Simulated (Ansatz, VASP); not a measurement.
**Mg in VASP and in Ansatz**

```
Mg
1.0
     3.27224    0.00000    0.00000
    -1.63612    2.83385    0.00000
     0.00000    0.00000    5.31249
Mg
2
Direct
  0.66667 0.33333 0.75000
  0.33333 0.66667 0.25000
```

Alike in both runs: task single point; functional PBE; dispersion D4; k mesh 10 × 10 × 5; occupations fermi-dirac, width 0.05 eV; no spin polarisation.

```csv
,VASP,Ansatz
version,VASP 6.6.1,Ansatz 0.2.0
potentials or method,"VASP PAW PBE potentials, release 64 (Mg)",Ansatz PAW
plane-wave cutoff (eV),520,420
valence electrons in the cell,4,20
```

VASP gave:

- gap on the k mesh at the Fermi level (eV): none
- pressure (GPa): -3.2
- traceless stress, the component that is largest in VASP (GPa): 0.83

Question: Which values does Ansatz return?

Answer: gap on the k mesh at the Fermi level (eV): none; pressure (GPa): -3.1; traceless stress, the component that is largest in VASP (GPa): 0.83.

A gap of «none» marks a metal or a gap that the smearing closes. VASP's potentials hold 4 valence electrons a cell and Ansatz's 20, so a difference there can come from the potentials and not from the codes.
